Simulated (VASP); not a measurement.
# Si2Mo: single point with PBEsol

Crystal: Si2Mo.

```xyz
3
Lattice="-1.5893 1.5893 3.9041 1.5893 -1.5893 3.9041 1.5893 1.5893 -3.9041" Properties=species:S:1:pos:R:3 pbc="T T T"
Si    0.0000    0.0000    2.6001
Si    0.0000    0.0000    5.2081
Mo    0.0000    0.0000    0.0000
```

```json
{
  "Program": "VASP 6.6.1",
  "Task": "single point",
  "Functional": "PBEsol",
  "Potentials or basis": "VASP PAW PBE potentials, release 64 (Si, Mo_sv)",
  "Cutoff": "520 eV",
  "k mesh": "12 × 12 × 16",
  "Occupations": "fermi-dirac, width 0.03 eV",
  "Spin": "no spin polarisation",
  "Dipole correction": "no",
  "Further INCAR settings": "ALGO = Normal; EDIFF = 1e-06; NBANDS = 18; ISYM = 0"
}
```

```
Pressure               : 2.1 GPa
Largest force          : 0.296 eV/Å
Band gap on the k mesh : zero (bands 11 and 12 overlap by 1.01 eV)
```

Forces in eV/Å, atoms in the order of the input:
```
Si   0.001  0.001  0.296
Si  -0.001 -0.001 -0.296
Mo   0.000  0.000  0.000
```

Stress tensor (GPa, compression positive):
```
 2.34  0.02 -0.01
 0.02  2.34 -0.01
-0.01 -0.01  1.64
```

Levels at points of the mesh, in eV from the Fermi level:
```
           k point  band 9  band 10  band 11  band 12  band 13  band 14
(0.00, 0.00, 0.00)   -2.74    -2.74     0.41     2.98     3.19     3.68
(0.50, 0.00, 0.00)   -2.72    -2.59    -0.57     2.30     3.04     4.18
(0.00, 0.50, 0.00)   -2.72    -2.59    -0.57     2.30     3.04     4.18
(0.50, 0.50, 0.00)   -4.60    -3.18    -1.16     2.36     2.78     3.08
(0.00, 0.00, 0.50)   -4.60    -3.18    -1.16     2.36     2.78     3.08
(0.50, 0.00, 0.50)   -2.72    -2.59    -0.57     2.30     3.04     4.18
(0.00, 0.50, 0.50)   -2.72    -2.59    -0.57     2.30     3.04     4.18
(0.50, 0.50, 0.50)   -0.63    -0.63    -0.54    -0.54     0.55     4.69
```

It took 8 min on 1 thread of Intel(R) Xeon(R) Platinum 8559C (Emerald Rapids), on a shared host, peak memory 0.82 GiB.

Caveat: the PAW data sets were made with another functional, which shifts forces and pressure a little.
